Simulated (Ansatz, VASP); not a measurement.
# One calculation of Ti, two programs

File INCAR:

```
SYSTEM = Ti
ALGO     = Fast           ! electronic algorithm
EDIFF    = 1E-6           ! SCF threshold, eV
ENCUT    = 520            ! plane-wave cutoff, eV
GGA      = CA             ! functional
ISIF     = 2              ! what is computed and relaxed
ISMEAR   = 0              ! smearing method
LASPH    = .TRUE.         ! aspherical terms in the spheres
LCHARG   = .FALSE.        ! write CHGCAR
LREAL    = .FALSE.        ! projectors in reciprocal space
LWAVE    = .FALSE.        ! write WAVECAR
NBANDS   = 19             ! bands
NELM     = 60             ! most SCF steps
PREC     = Accurate       ! precision mode
SIGMA    = 0.15           ! smearing width, eV
```

Contents of KPOINTS:

```
k-points
0
G
  21 21 12
  0 0 0
```

File POSCAR:

```
Ti
1.0
    2.9024089280      0.0000000000      0.0000000000
   -1.4512044640      2.5135598638      0.0000000000
    0.0000000000      0.0000000000      4.8409264427
Ti
2
Direct
    0.3333333333      0.6666666667      0.2500000000
    0.6666666667      0.3333333333      0.7500000000
```

Input for Ansatz:

```yaml
crystal:
  lattice:
    - [2.902408928, 0.0, 0.0]
    - [-1.451204464, 2.5135598638, 0.0]
    - [0.0, 0.0, 4.8409264427]
  atoms:
    - { symbol: Ti, position: [0.3333333333, 0.6666666667, 0.25] }
    - { symbol: Ti, position: [0.6666666667, 0.3333333333, 0.75] }
basis:
  ecutwfc: 420
kpoints:
  mp_grid: { grid: [21, 21, 12] }
hamiltonian:
  xc: lda
scf:
  occupations: { method: gaussian, width: 0.15 }
output:
  forces: true
  stress: true
  eigenvalues: true
```

Alike in both runs: task single point; functional LDA; k mesh 21 × 21 × 12; occupations gaussian, width 0.15 eV; no spin polarisation.

|  | VASP | Ansatz |
| --- | --- | --- |
| version | VASP 6.6.1 | Ansatz 0.2.0 |
| potentials or method | VASP PAW LDA potentials, release 64 (Ti_sv), cutoff 520 eV | scalar-relativistic, plane waves, PAW |
| valence electrons in the cell | 24 | 24 |

```csv
,VASP,Ansatz,Ansatz less VASP
gap on the k mesh at the Fermi level (eV),none,none,-
pressure (GPa),-10.2,-9.9,+0.26
"traceless stress, the component that is largest in VASP (GPa)",-3.24,-3.28,-0.037
```

LDA's correlation is that of Perdew and Zunger in VASP and of Perdew and Wang (1992) in Ansatz. A gap of «none» marks a metal or a gap that the smearing closes.
